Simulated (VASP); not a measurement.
# Sb (P2_1/m) in VASP: single point with PBEsol

Aim: the single point of Sb with PBEsol.

Program: VASP 6.6.1. These are calculated values, not measurements. Logs are shortened: lines on timing, memory, paths and dates and some standing lists are left out, and cuts for length are marked.

## Step 1: The cell of the first run

Symmetry: P2_1/m, No. 11, monoclinic system. The conventional cell has a = 3.184 Å, b = 4.466 Å, c = 4.575 Å, α = 90.00°, β = 90.69°, γ = 90.00°. Sb (site symmetry m) has 6 Sb at 3.16 to 3.23 Å within 4.2 Å.

## Step 2: Single point, PBEsol (strained and its atoms moved)

INCAR reads:

```
PREC = Accurate
ENCUT = 520
EDIFF = 1E-6
ISMEAR = 0
SIGMA = 0.1
LREAL = F
LASPH = T
NELM = 100
ALGO = Normal
ISIF = 2
LWAVE = F
LCHARG = T
GGA = PS
LELF = T
LVHAR = T
NBANDS = 12
```

KPOINTS reads:

```
regular mesh
0
Gamma
  14 10 10
```

POSCAR reads:

```
Sb
1.0
    3.1835386312      0.0000000000     -0.0053393074
    0.0000000000      4.4657270144      0.0000000000
   -0.0472109626      0.0000000000      4.5750151444
Sb
2
Direct
    0.9967024253      0.7500000000      0.7552127280
    0.0032975747      0.2500000000      0.2447872720
```

Potentials or basis: VASP PAW PBE potentials, release 64 (Sb).

The run is started by

```bash
cat potpaw_PBE.64/Sb/POTCAR > POTCAR
mpirun -np 1 vasp_std > vasp.out
```

OUTCAR:

```text
PREC = Accurate
   ENCUT = 520
   EDIFF = 1E-6
   ISMEAR = 0
   LREAL = F
   LASPH = T
   NELM = 100
   ISIF = 2
   GGA = PS

 ion  position               nearest neighbor table
   1  0.997  0.750  0.755-   2 3.16   2 3.16   2 3.23   2 3.23
   2  0.003  0.250  0.245-   1 3.16   1 3.16   1 3.23   1 3.23

  LATTYP: Found a simple monoclinic cell.
 ALAT       =     3.1835431086
 B/A-ratio  =     1.4027537439
 C/A-ratio  =     1.4371593454
 COS(beta)  =    -0.0119958075

  Lattice vectors:

 A1 = (   3.1835386312,   0.0000000000,  -0.0053393074)
 A2 = (   0.0000000000,   4.4657270144,   0.0000000000)
 A3 = (  -0.0472109626,   0.0000000000,   4.5750151444)

Analysis of symmetry for initial positions (statically):
=====================================================================
 Subroutine PRICEL returns:
 Original cell was already a primitive cell.

 Routine SETGRP: Setting up the symmetry group for a
 simple monoclinic supercell.

 Subroutine GETGRP returns: Found  4 space group operations
 (whereof  2 operations were pure point group operations)
 out of a pool of  4 trial point group operations.

The static configuration has the point symmetry S_2 .
 The point group associated with its full space group is C_2h.

Analysis of symmetry for dynamics (positions and initial velocities):
=====================================================================
 Subroutine PRICEL returns:
 Original cell was already a primitive cell.

 Routine SETGRP: Setting up the symmetry group for a
 simple monoclinic supercell.

 Subroutine GETGRP returns: Found  4 space group operations
 (whereof  2 operations were pure point group operations)
 out of a pool of  4 trial point group operations.

The dynamic configuration has the point symmetry S_2 .
 The point group associated with its full space group is C_2h.

 Subroutine INISYM returns: Found  4 space group operations
 (whereof  2 operations are pure point group operations),
 and found     1 'primitive' translations

----------------------------------------------------------------------------------------

                                     Primitive cell

  volume of cell :      65.0410

  direct lattice vectors                    reciprocal lattice vectors
     3.183538631  0.000000000 -0.005339307     0.314121304  0.000000000  0.003241513
     0.000000000  4.465727014  0.000000000     0.000000000  0.223927705  0.000000000
    -0.047210963  0.000000000  4.575015144     0.000366598  0.000000000  0.218582294

  length of vectors
     3.183543109  4.465727014  4.575258730     0.314138029  0.223927705  0.218582602

  position of ions in fractional coordinates (direct lattice)
     0.996702425  0.750000000  0.755212728
     0.003297575  0.250000000  0.244787272

  ion indices of the primitive-cell ions
   primitive index   ion index
                 1           1
                 2           2

----------------------------------------------------------------------------------------

 KPOINTS: regular mesh

Automatic generation of k-mesh.
 Grid dimensions read from file:
 generate k-points for:   14   10   10

 Generating k-lattice:

  Cartesian coordinates                     Fractional coordinates (reciprocal lattice)
     0.022437236  0.000000000  0.000231537     0.071428571  0.000000000 -0.000000000
     0.000000000  0.022392770  0.000000000     0.000000000  0.100000000  0.000000000
     0.000036660  0.000000000  0.021858229     0.000000000  0.000000000  0.100000000

  Length of vectors
     0.022438431  0.022392770  0.021858260

  Shift w.r.t. Gamma in fractional coordinates (k-lattice)
     0.000000000  0.000000000  0.000000000

 Subroutine IBZKPT returns following result:
 ===========================================

 Found    432 irreducible k-points:

 Following reciprocal coordinates:
            Coordinates               Weight
  0.000000  0.000000  0.000000      1.000000
  0.071429  0.000000  0.000000      2.000000
  0.142857  0.000000  0.000000      2.000000
  0.214286  0.000000  0.000000      2.000000
  0.285714  0.000000  0.000000      2.000000
  0.357143  0.000000 -0.000000      2.000000
[... 16 lines left out ...]
  0.428571  0.200000  0.000000      4.000000
  0.500000  0.200000  0.000000      2.000000
 [... further k-points ...]
   k-points           NKPTS =    432   k-points in BZ     NKDIM =    432   number of bands    NBANDS=     12
   number of dos      NEDOS =    301   number of ions     NIONS =      2
   total plane-waves  NPLWV =  31104
   dimension x,y,z NGX =    24 NGY =   36 NGZ =   36
   dimension x,y,z NGXF=    48 NGYF=   72 NGZF=   72
   ions per type =               2
   NGX,Y,Z   is equivalent  to a cutoff of  12.53, 13.40, 13.08 a.u.
   NGXF,Y,Z  is equivalent  to a cutoff of  25.07, 26.80, 26.16 a.u.
 SYSTEM =  unknown system
   PREC   = accura    normal or accurate (medium, high low for compatibility)
   ISTART =      0    job   : 0-new  1-cont  2-samecut
   ICHARG =      2    charge: 1-file 2-atom 10-const
   ISPIN  =      1    spin polarized calculation?
   LNONCOLLINEAR =      F non collinear calculations
   LSORBIT =      F    spin-orbit coupling
   LASPH  =      T    aspherical Exc in radial PAW
   ENCUT  =  520.0 eV  38.22 Ry    6.18 a.u.   5.92  8.30  8.51*2*pi/ulx,y,z
   NELM   =    100;   NELMIN=  2; NELMDL= -5     # of ELM steps
   EDIFF  = 0.1E-05   stopping-criterion for ELM
   LREAL  =      F    real-space projection
   EDIFFG = 0.1E-04   stopping-criterion for IOM
   NSW    =      0    number of steps for IOM
   IBRION =     -1    ionic relax: 0-MD 1-quasi-New 2-CG
   NFREE  =      0    steps in history (QN), initial steepest desc. (CG)
   ISIF   =      2    stress and relaxation
   ISYM   =      2    0-nonsym 1-usesym 2-fastsym
   POTIM  = 0.5000    time-step for ionic-motion
   TEBEG  =    0.0;   TEEND  =   0.0 temperature during run
   PSTRESS=    0.0 pullay stress
   NELECT =      10.0000    total number of electrons
   NUPDOWN=      -1.0000    fix difference up-down
   EMIN   =  10.00;   EMAX   =-10.00  energy-range for DOS
   EFERMI =   0.00;   METHOD = LEGACY
   ISMEAR =     0;   SIGMA  =   0.10  broadening in eV -4-tet -1-fermi 0-gaus
   EFERMI_NEDOS =   21; number of points for ismear=-14 and -15
   IALGO  =     38    algorithm
   IMIX   =      4    mixing-type and parameters
     AMIX     =   0.40;   BMIX     =  1.00
     AMIX_MAG =   1.60;   BMIX_MAG =  1.00
  volume/ion in A,a.u.               =      32.52       219.46
  Fermi-wavevector in a.u.,A,eV,Ry     =   0.877026  1.657339 10.465252  0.769174
  Thomas-Fermi vector in A             =   1.996917
   LORBIT       =      0    0 simple, 1 ext, 2 COOP (PROOUT), +10 PAW based schemes
   GGA     = PS    functional components
   LHFCALC =     F    Hartree Fock is set to
   AEXX    =    0.0000 exact exchange contribution
   IVDW    =     0    specifies the selected vdW correction
   LEPSILON=     F    determine dielectric tensor
   LRPA    =     F    only Hartree local field effects (RPA)
 non-spin polarized calculation
 Gauss-broadening in eV      SIGMA  =   0.10
  energy-cutoff  :      520.00
  volume of cell :       65.04
 maximum number of plane-waves:      1777
   NGX = 11   NGY = 17   NGZ = 17

 number of electron      10.0000001 magnetization

 Free energy of the ion-electron system (eV)
  ---------------------------------------------------
  ext. energy  EPLUGINS =         0.00000000
  ---------------------------------------------------
  free energy    TOTEN  =        -8.91612989 eV

  energy without entropy =       -8.91051608  energy(sigma->0) =       -8.91332299

 E-fermi :   5.9100     XC(G=0):  -9.3936

 val. band max:        5.9076974109   @ k =   0.4286   0.1000   0.2000
 cond. band min:       5.9128049366   @ k =  -0.2143   0.2000   0.2000
 fundamental gap:      0.0051075256
 Fermi energy:         5.9099914911

 k-point     1 :       0.0000    0.0000    0.0000
  band No.  band energies     occupation
      1      -5.8252      2.00000
      2      -1.5195      2.00000
      3       2.6526      2.00000
      4       2.8985      2.00000
      5       8.3230      0.00000
      6       8.9056      0.00000
      7       9.0312      0.00000
      8       9.0810      0.00000
      9      12.4855      0.00000
     10      12.7948      0.00000
     11      12.8460      0.00000
     12      13.5720      0.00000

 k-point     2 :       0.0714    0.0000    0.0000
  band No.  band energies     occupation
      1      -5.7572      2.00000
      2      -1.4489      2.00000
      3       2.7163      2.00000
      4       2.9621      2.00000
      5       8.1987      0.00000
      6       8.3903      0.00000
      7       8.9711      0.00000
      8       9.1202      0.00000
      9      11.8325      0.00000
     10      12.8518      0.00000
     11      13.2069      0.00000
     12      14.2215      0.00000

 k-point     3 :       0.1429    0.0000    0.0000
  band No.  band energies     occupation
      1      -5.5553      2.00000
      2      -1.2384      2.00000
      3       2.9026      2.00000
      4       3.1483      2.00000
      5       6.6100      0.00000
      6       8.5903      0.00000
      7       9.1623      0.00000
      8       9.3116      0.00000
      9      10.4078      0.00000
     10      13.0219      0.00000
     11      13.4832      0.00000
     12      15.5421      0.00000

 k-point     4 :       0.2143    0.0000    0.0000
  band No.  band energies     occupation
      1      -5.2282      2.00000
      2      -0.8926      2.00000
      3       3.1965      2.00000
      4       3.4417      2.00000
      5       4.9743      2.00000
      6       8.8088      0.00000
      7       8.9212      0.00000
      8       9.4621      0.00000
      9       9.6145      0.00000
     10      13.3005      0.00000
     11      13.8126      0.00000
     12      14.0714      0.00000

 k-point     5 :       0.2857    0.0000    0.0000
  band No.  band energies     occupation
      1      -4.7960      2.00000
      2      -0.4244      2.00000
      3       3.4637      2.00000
      4       3.5720      2.00000
      5       3.8114      2.00000
      6       7.2746      0.00000
      7       9.3685      0.00000
      8       9.8369      0.00000
      9       9.9959      0.00000
     10      12.7671      0.00000
     11      13.0407      0.00000
     12      13.6786      0.00000
[... 228 lines left out ...]
      1      -4.5272      2.00000
      2      -1.1527      2.00000
      3       3.7241      2.00000
      4       3.9060      2.00000
      5       4.2373      2.00000
      6       6.7799      0.00000
      7       8.4990      0.00000
      8       8.6315      0.00000
      9      10.5334      0.00000
     10      12.8632      0.00000
     11      13.0817      0.00000
     12      15.3330      0.00000

 k-point    22 :       0.3571    0.2000   -0.0000
  band No.  band energies     occupation
      1      -4.0363      2.00000
      2      -0.6242      2.00000
      3       2.4489      2.00000
      4       4.2952      2.00000
      5       4.6222      2.00000
      6       5.4995      2.00000
      7       8.9096      0.00000
      8       9.0795      0.00000
      9      10.9418      0.00000
     10      11.8647      0.00000
     11      12.0244      0.00000
     12      14.8944      0.00000

 k-point    23 :       0.4286    0.2000    0.0000
  band No.  band energies     occupation
      1      -3.5956      2.00000
      2      -0.1291      2.00000
      3       1.5289      2.00000
      4       4.3719      2.00000
      5       4.6276      2.00000
      6       5.1113      2.00000
      7       9.2514      0.00000
      8       9.4623      0.00000
      9      10.8088      0.00000
     10      11.2497      0.00000
     11      11.7935      0.00000
     12      14.3345      0.00000

 k-point    24 :       0.5000    0.2000    0.0000
  band No.  band energies     occupation
      1      -3.4035      2.00000
      2       0.0969      2.00000
      3       1.1763      2.00000
      4       4.0196      2.00000
      5       4.7499      2.00000
      6       5.2238      2.00000
      7       9.3900      0.00000
      8       9.6217      0.00000
      9      10.5881      0.00000
     10      10.9893      0.00000
     11      11.9808      0.00000
     12      14.0942      0.00000

 [... further k-points ...]
[... 5 lines left out ...]
  --------------------------------------------------------------------------------------
  -------------------------------------------------------------------------------------
  Total       -2.2459091     -2.3049496     -2.5675590      0.0000000      0.0000000      0.0613797
  in kB      -55.3242373    -56.7786034    -63.2475488      0.0000000      0.0000000      1.5119863
  external PRESSURE =     -58.4501299 kB  Pullay stress =       0.0000000 kB

 VOLUME and BASIS-vectors are now :
 -----------------------------------------------------------------------------
  energy-cutoff  :      520.00
  volume of cell :       65.04
      direct lattice vectors                 reciprocal lattice vectors
     3.183538631  0.000000000 -0.005339307     0.314121304  0.000000000  0.003241513
     0.000000000  4.465727014  0.000000000     0.000000000  0.223927705  0.000000000
    -0.047210963  0.000000000  4.575015144     0.000366598  0.000000000  0.218582294

 POSITION                                       TOTAL-FORCE (eV/Angst)
 -----------------------------------------------------------------------------------
      3.13739      3.34930      3.44979         0.011595      0.000000      0.013409
     -0.00106      1.11643      1.11989        -0.011595     -0.000000     -0.013409
 -----------------------------------------------------------------------------------
    total drift:                                0.000000     -0.000000     -0.000000

  FREE ENERGIE OF THE ION-ELECTRON SYSTEM (eV)
  ---------------------------------------------------
  free  energy   TOTEN  =        -8.9161298930 eV

  energy  without entropy=       -8.9105160791  energy(sigma->0) =       -8.91332299
```

Wall time 77 s (1 thread of Intel Xeon Platinum 8488C (Sapphire Rapids), shared host); peak memory 0.4 GiB.

What came out:

| Property | Result |
| --- | --- |
| Free energy | -8.9161 eV |
| Pressure | -5.8 GPa |
| Largest force | 0.018 eV/Å |
| Band gap on the k mesh | zero (band 5 reaches 10.67 eV, above the bottom of band 6 at 2.84 eV) |

Forces on the atoms (eV/Å):
```
Sb   0.012  0.000  0.013
Sb  -0.012  0.000 -0.013
```

Caveat: the cell differs from its parent crystal (strained and its atoms moved); the PAW data sets were made with another functional, which shifts forces and pressure a little; spin-orbit coupling is left out, which moves the levels of the heavy elements.
